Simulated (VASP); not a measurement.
# CdSe (F-43m) in VASP: vibrations by perturbation theory with LDA

Aim: the vibrations by perturbation theory of CdSe with LDA.

Everything below comes from runs of VASP 6.6.1. Logs are shortened: lines on timing, memory, paths and dates and some standing lists are left out, and cuts for length are marked.

**1. The cell of the first run**

The structure is cubic, space group F-43m (No. 216). Conventional cell: a = 6.008 Å, b = 6.008 Å, c = 6.008 Å, α = 90.00°, β = 90.00°, γ = 90.00°. Cd (site symmetry -43m) has 4 Se at 2.60 Å within 3.4 Å. Se (site symmetry -43m) has 4 Cd at 2.60 Å within 3.4 Å.

**2. Vibrations by perturbation theory, LDA**

INCAR reads:

```
  PREC = Accurate
  ENCUT = 520
  EDIFF = 1E-8
  ISMEAR = 0
  SIGMA = 0.01
  LREAL = False
  LASPH = True
  NELM = 100
  ALGO = Normal
  ISIF = 2
  LWAVE = False
  LCHARG = False
  GGA = CA
  NBANDS = 16
  IBRION = 8
  NSW = 1
  LEPSILON = True
```

KPOINTS reads:

```
regular mesh
0
Gamma
  10 10 10
```

POSCAR reads:

```
CdSe
1.0
    0.0000000000      3.0039651660      3.0039651660
    3.0039651660      0.0000000000      3.0039651660
    3.0039651660      3.0039651660      0.0000000000
Cd Se
1 1
Direct
    0.0000000000      0.0000000000      0.0000000000
    0.2500000000      0.2500000000      0.2500000000
```

Potentials or basis: VASP PAW LDA potentials, release 64 (Cd, Se).

The run is started by

```sh
$ cat potpaw_LDA.64/Cd/POTCAR potpaw_LDA.64/Se/POTCAR > POTCAR
$ mpirun -np 1 vasp_std > vasp.out
```

OUTCAR:

```text
PREC = Accurate
   ENCUT = 520
   EDIFF = 1E-8
   ISMEAR = 0
   LREAL = False
   LASPH = True
   NELM = 100
   ISIF = 2
   GGA = CA
   IBRION = 8
   NSW = 1
   LEPSILON = True

 ion  position               nearest neighbor table
   1  0.000  0.000  0.000-   2 2.60   2 2.60   2 2.60   2 2.60
   2  0.250  0.250  0.250-   1 2.60   1 2.60   1 2.60   1 2.60

  LATTYP: Found a face centered cubic cell.
 ALAT       =     6.0079303320

  Lattice vectors:

 A1 = (   0.0000000000,   3.0039651660,   3.0039651660)
 A2 = (   3.0039651660,   0.0000000000,   3.0039651660)
 A3 = (   3.0039651660,   3.0039651660,   0.0000000000)

Analysis of symmetry for initial positions (statically):
=====================================================================
 Subroutine PRICEL returns:
 Original cell was already a primitive cell.

 Routine SETGRP: Setting up the symmetry group for a
 face centered cubic supercell.

 Subroutine GETGRP returns: Found 24 space group operations
 (whereof 24 operations were pure point group operations)
 out of a pool of 48 trial point group operations.

The static configuration has the point symmetry T_d .

Analysis of symmetry for dynamics (positions and initial velocities):
=====================================================================
 Subroutine PRICEL returns:
 Original cell was already a primitive cell.

 Routine SETGRP: Setting up the symmetry group for a
 face centered cubic supercell.

 Subroutine GETGRP returns: Found 24 space group operations
 (whereof 24 operations were pure point group operations)
 out of a pool of 48 trial point group operations.

The dynamic configuration has the point symmetry T_d .

 Subroutine INISYM returns: Found 24 space group operations
 (whereof 24 operations are pure point group operations),
 and found     1 'primitive' translations

----------------------------------------------------------------------------------------

                                     Primitive cell

[... 687 lines left out ...]
 ------------------------------------------------------
          13.622907     0.000000     0.000000
          -0.000000    13.622907    -0.000000
           0.000000     0.000000    13.622907
 ------------------------------------------------------

 PIEZOELECTRIC TENSOR (including local field effects)  for field in x, y, z        (e  Angst)
          XX          YY          ZZ          XY          YZ          ZX
  --------------------------------------------------------------------------------
  x     0.00000     0.00000    -0.00000     0.00000    -2.41668    -0.00000
  y     0.00000     0.00000    -0.00000    -0.00000    -0.00000    -2.41668
  z     0.00000    -0.00000    -0.00000    -2.41668    -0.00000     0.00000

 PIEZOELECTRIC TENSOR (including local field effects)  for field in x, y, z        (C/m^2)
          XX          YY          ZZ          XY          YZ          ZX
  --------------------------------------------------------------------------------
  x     0.00000     0.00000    -0.00000     0.00000    -0.71419    -0.00000
  y     0.00000     0.00000    -0.00000    -0.00000    -0.00000    -0.71419
  z     0.00000    -0.00000    -0.00000    -0.71419    -0.00000     0.00000

 BORN EFFECTIVE CHARGES (including local field effects) (in |e|, cummulative output)
 ---------------------------------------------------------------------------------
 ion    1
    1     2.28413     0.00000     0.00000
    2     0.00000     2.28413     0.00000
    3     0.00000    -0.00000     2.28413
 ion    2
    1    -2.28413    -0.00000    -0.00000
    2    -0.00000    -2.28413    -0.00000
    3    -0.00000     0.00000    -2.28413

 INTERNAL STRAIN TENSOR FOR ION    2 for displacements in x,y,z  (eV/Angst):
          X           Y           Z          XY          YZ          ZX
  --------------------------------------------------------------------------------
  x     0.00000    -0.00000    -0.00000     0.00000    -7.09791     0.00000
  y     0.00000    -0.00000     0.00000     0.00000     0.00000    -7.09791
  z    -0.00000    -0.00000     0.00000    -7.09791     0.00000     0.00000

 SECOND DERIVATIVES (NOT SYMMETRIZED)
 ------------------------------------
               1X          1Y          1Z          2X          2Y          2Z
  1X    -5.398356    0.000000    0.000000    5.398356    0.000000    0.000000
  1Y     0.000000   -5.398356    0.000000    0.000000    5.398356    0.000000
  1Z     0.000000    0.000000   -5.398356    0.000000    0.000000    5.398356
  2X     5.443068    0.000000    0.000000   -5.443068    0.000000    0.000000
  2Y     0.000000    5.443068    0.000000    0.000000   -5.443068    0.000000
  2Z     0.000000    0.000000    5.443068    0.000000    0.000000   -5.443068

 Eigenvectors and eigenvalues of the dynamical matrix
 ----------------------------------------------------

   1 f  =    5.346460 THz    33.592802 2PiTHz  178.338724 cm-1    22.111174 meV
             X         Y         Z           dx          dy          dz
      0.000000  0.000000  0.000000     0.000000    0.000000   -0.640785
      1.501983  1.501983  1.501983     0.000000   -0.000000    0.767721
[... 21 lines left out ...]
   6 f/i=    0.010847 THz     0.068155 2PiTHz    0.361826 cm-1     0.044861 meV
             X         Y         Z           dx          dy          dz
      0.000000  0.000000  0.000000     0.626164    0.444105    0.009215
      1.501983  1.501983  1.501983     0.522633    0.370676    0.007691

--------------------------------------------------------------------------------------------------------

 MACROSCOPIC STATIC DIELECTRIC TENSOR IONIC CONTRIBUTION
 ------------------------------------------------------
           3.212416     0.000000     0.000000
           0.000000     3.212416    -0.000000
           0.000000    -0.000000     3.212416
 ------------------------------------------------------

 ELASTIC MODULI CONTR FROM IONIC RELAXATION (kBar)
 Direction    XX          YY          ZZ          XY          YZ          ZX
 --------------------------------------------------------------------------------
 XX          -0.0000      0.0000      0.0000     -0.0000      0.0000      0.0000
 YY           0.0000     -0.0000      0.0000     -0.0000     -0.0000     -0.0000
 ZZ           0.0000      0.0000     -0.0000      0.0000     -0.0000      0.0000
 XY          -0.0000     -0.0000      0.0000   -279.1666      0.0000      0.0000
 YZ           0.0000     -0.0000     -0.0000      0.0000   -279.1666      0.0000
 ZX           0.0000     -0.0000      0.0000      0.0000      0.0000   -279.1666
 --------------------------------------------------------------------------------

 PIEZOELECTRIC TENSOR IONIC CONTR  for field in x, y, z        (C/m^2)
          XX          YY          ZZ          XY          YZ          ZX
  --------------------------------------------------------------------------------
  x    -0.00000     0.00000     0.00000     0.00000     0.89109     0.00000
  y    -0.00000     0.00000    -0.00000     0.00000     0.00000     0.89109
  z     0.00000     0.00000    -0.00000     0.89109     0.00000    -0.00000
```

stdout:

```text
POSCAR found type information on POSCAR CdSe
 POSCAR found :  2 types and       2 ions
 scaLAPACK will be used
 LDA part: xc-table for (Slater(with rela. corr.)+CA(PZ))
 , standard interpolation
 POSCAR, INCAR and KPOINTS ok, starting setup
 FFT: planning ... GRIDC
 FFT: planning ... GRID_SOFT
 FFT: planning ... GRID
 WAVECAR not read
 entering main loop
[... 23 lines left out ...]
  Direction:   3
 dielectric tensor                  component  3 :     1.324     1.205    13.623
 Linear response DOF=           2
 Linear response progress:
 first order change of Fermi-energy   0.43688E-03
 force on displaced ion       1 direction 1 :  -5.398  -0.000  -0.000
 Born effective charge ion    1 direction 1 :   2.262   0.000   0.000
 Linear response progress:
 first order change of Fermi-energy  -0.17965E-03
 force on displaced ion       2 direction 1 :  -5.443  -0.000  -0.000
 Born effective charge ion    2 direction 1 :  -2.307   0.000   0.000
 Born effective charges drift removed
 Linear response finished
```

It took 17 min on 1 thread of Intel Xeon 8259CL, shared host; peak memory 0.46 GiB.

Results:

```
Electronic dielectric tensor (diagonal)                 : 13.62
Born charges (mean of the diagonal)                     : Cd +2.28; Se -2.28 e
Highest phonon frequency at Γ, LO-TO splitting left out : 178 cm⁻¹
```

Phonon frequencies in cm⁻¹ (negative: imaginary):
```csv
q point,frequencies
"(0.000, 0.000, 0.000)",0 0 0 178 178 178
```

Electronic dielectric tensor:
```
13.62  0.00  0.00
 0.00 13.62  0.00
 0.00  0.00 13.62
```

Born effective charge tensors (e):
atom 1, Cd
```
2.28 0.00 0.00
0.00 2.28 0.00
0.00 0.00 2.28
```
atom 2, Se
```
-2.28  0.00  0.00
 0.00 -2.28  0.00
 0.00  0.00 -2.28
```
